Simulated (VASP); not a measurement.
Runs of VASP 6.6.1 on Mg2Sn. The structure is that of space group Fm-3m (No. 225), or close to it. The cells are those of the table. 

```csv
level,cell,k mesh,cutoff (eV),gap on the mesh (eV),pressure (GPa)
r2SCAN,"a = 4.781 Å, angles 60.0°, 3 atoms",8 × 8 × 8,660,-,(a)
PBE,"a = 4.795 Å, angles 60.0°, 3 atoms",6 × 6 × 6,600,none,(b)
PBE,"a = 4.802 Å, angles 60.0°, 3 atoms",6 × 6 × 6,600,none,0.5
PBE,"a = 4.819 Å, angles 60.0°, 3 atoms",6 × 6 × 6,600,none,0.0
r2SCAN,"a = 4.808 Å, angles 60.0°, 3 atoms",8 × 8 × 8,660,-,-0.9
r2SCAN,"a = 4.819 Å, angles 60.0°, 3 atoms",8 × 8 × 8,660,-,-1.2
```

Alike in all rows: task single point; potentials or basis VASP PAW PBE potentials, release 64 (Mg, Sn_d); no spin polarisation; smearing gaussian 0.05 eV.

**Question.** Fill in the values left out.

**Answer.** (a) -0.2; (b) 0.7.

Caveats: spin-orbit coupling is left out, which moves the levels of the heavy elements; the PAW data sets were made with another functional, which shifts forces and pressure a little (at least some runs).

A k mesh can miss the band edges, and the runs leave out spin-orbit coupling on Sn.

A gap of «none» marks levels without a gap at the run's occupations.
